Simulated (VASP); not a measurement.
Input of a VASP 6.6.1 run:

Contents of INCAR:

```
SYSTEM = SiC
PREC     = Accurate       ! precision mode
ENCUT    = 520            ! plane-wave cutoff, eV
EDIFF    = 1E-7           ! SCF threshold, eV
ISMEAR   = -1             ! smearing method
SIGMA    = 0.02           ! smearing width, eV
LREAL    = .FALSE.        ! projectors in reciprocal space
LASPH    = .TRUE.         ! aspherical terms in the spheres
NELM     = 80             ! most SCF steps
ALGO     = Normal         ! electronic algorithm
ISIF     = 2              ! what is computed and relaxed
LWAVE    = .FALSE.        ! write WAVECAR
LCHARG   = .FALSE.        ! write CHGCAR
GGA      = PE             ! functional
IBRION   = 2              ! ionic algorithm
NSW      = 80             ! ionic steps
EDIFFG   = -0.02          ! ionic threshold
```

The input KPOINTS:

```
regular mesh
0
G
  17 17 17
  0 0 0
```

POSCAR

```
SiC
1.0
    0.0000000000      2.1934308841      2.1934308841
    2.1934308841      0.0000000000      2.1934308841
    2.1934308841      2.1934308841      0.0000000000
Si C
1 1
Direct
    0.0000000000      0.0000000000      0.0000000000
    0.2500000000      0.2500000000      0.2500000000
```

Potentials or basis: VASP PAW PBE potentials, release 64 (Si, C).

Run with:

```sh
$ cat potpaw_PBE.64/Si/POTCAR potpaw_PBE.64/C/POTCAR > POTCAR
$ mpirun -np 1 vasp_std > vasp.out
```

Task: What does it give for the band gap on the k mesh?

Result: 1.42 eV (least direct gap 4.54 eV).

Final structure:
```
Si C
1.0
     0.00000    2.19343    2.19343
     2.19343    0.00000    2.19343
     2.19343    2.19343    0.00000
Si C
1 1
Cartesian
  0.0000 0.0000 0.0000
  1.0967 1.0967 1.0967
```

Caveat: the relaxation stopped at its first step, so nothing moved; an odd mesh through Γ misses points on the zone boundary, where band edges can lie.
